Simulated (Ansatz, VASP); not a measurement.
**Two plane-wave programs on Pt**

```
CELL_PARAMETERS angstrom
0.00000 1.95907 1.95907
1.95907 0.00000 1.95907
1.95907 1.95907 0.00000
ATOMIC_POSITIONS crystal
Pt 0.50000 0.50000 0.50000
```

Alike in both runs: functional PBEsol; k mesh 24 × 24 × 24; occupations gaussian, width 0.1 eV; no spin polarisation.

Ansatz relaxed the structure, and its values are those at the end. VASP's run is a single point on that final structure, the one shown.

```csv
,VASP,Ansatz
version,VASP 6.6.1,Ansatz 0.2.0
potentials or method,"VASP PAW PBE potentials, release 64 (Pt), cutoff 520 eV","scalar-relativistic, plane waves, PAW"
valence electrons in the cell,10,18
```

VASP gave:

| Property | Result |
| --- | --- |
| gap on the k mesh at the Fermi level (eV) | none |
| pressure (GPa) | -0.4 |

Estimate Ansatz's values.

gap on the k mesh at the Fermi level (eV): none; pressure (GPa): 0.0.

VASP's potentials were made for PBE, not for PBEsol. A gap of «none» marks a metal or a gap that the smearing closes. VASP's potentials hold 10 valence electrons a cell and Ansatz's 18, so a difference there can come from the potentials and not from the codes.

Spin-orbit coupling is off throughout.
